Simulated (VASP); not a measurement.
Wanted: the native input for a VASP 6.6.1 run.

```
Task                   : single point
Functional             : PBE
Potentials or basis    : VASP PAW PBE potentials, release 64 (Pb_d)
Cutoff                 : 520 eV
k mesh                 : 11 × 11 × 11
Occupations            : fermi-dirac, width 0.1 eV
Spin                   : no spin polarisation
Dipole correction      : no
Further INCAR settings : ALGO = Normal; EDIFF = 1e-06; NBANDS = 13
```

The structure of Pb lies in POSCAR:

```
Pb
1.0
    0.0000000000      2.5175091270      2.5175091270
    2.5175091270      0.0000000000      2.5175091270
    2.5175091270      2.5175091270      0.0000000000
Pb
1
Direct
    0.0000000000      0.0000000000      0.0000000000
```

These files were run (other wordings do the same):

INCAR

```
SYSTEM = Pb
  PREC = Accurate
  ENCUT = 520
  EDIFF = 1E-6
  ISMEAR = -1
  SIGMA = 0.1
  LREAL = .False.
  LASPH = .True.
  NELM = 60
  ALGO = Normal
  ISIF = 2
  LWAVE = .False.
  LCHARG = .False.
  GGA = PE
  NBANDS = 13
```

KPOINTS

```
Automatic mesh
0
Gamma
  11 11 11
  0 0 0
```

Potentials or basis: VASP PAW PBE potentials, release 64 (Pb_d).

The run is started by

```console
$ cat potpaw_PBE.64/Pb_d/POTCAR > POTCAR
$ mpirun -np 1 vasp_std > vasp.out
```

It gave:

The pressure is 0.0 GPa and the band gap on the k mesh is zero (band 7 reaches 13.74 eV, above the bottom of band 8 at 5.37 eV).

Caveat: spin-orbit coupling is left out, which moves the levels of the heavy elements.

Wall time 16 s on 1 thread of AMD EPYC 7R13 Processor (Zen 3), on a shared host, peak memory 0.14 GiB.
